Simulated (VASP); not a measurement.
## Mg2C: single point with PBE

Mg2C:

```
CELL_PARAMETERS angstrom
0.00000 2.71094 2.71094
2.71094 0.00000 2.71094
2.71094 2.71094 0.00000
ATOMIC_POSITIONS crystal
C 0.00000 0.00000 0.00000
Mg 0.25000 0.25000 0.25000
Mg 0.75000 0.75000 0.75000
```

- Program: VASP 6.6.1
- Task: single point
- Functional: PBE
- Potentials or basis: VASP PAW PBE potentials, release 64 (C, Mg)
- Cutoff: 600 eV
- k mesh: 6 × 6 × 6
- Occupations: methfessel-paxton, width 0.5 eV
- Spin: no spin polarisation
- Dipole correction: no
- Further INCAR settings: ALGO = Normal; EDIFF = 1e-06; NBANDS = 11

| Property | Result |
| --- | --- |
| Pressure | 1.7 GPa |
| Band gap on the k mesh | 0.73 eV, indirect (least direct gap 1.49 eV) |

Levels at points of the mesh, in eV from the valence-band top:
```
           k point  band 1  band 2  band 3  band 4  band 5  band 6  band 7  band 8  band 9
(0.00, 0.00, 0.00)  -10.70    0.00    0.00    0.00    1.49    6.61    6.61    6.61    9.67
(0.50, 0.00, 0.00)   -9.16   -4.75   -0.42   -0.42    3.45    5.62    5.62    5.90   11.30
(0.50, 0.50, 0.00)   -8.68   -4.04   -1.53   -1.53    0.73    4.13    9.00    9.36    9.36
```

It took 4.7 s on 1 thread of Intel(R) Xeon(R) 6975P-C (Granite Rapids), with other jobs on the host, peak memory 0.17 GiB.

A k mesh can miss the band edges. As with any semilocal functional, this PBE gap is likely too small.
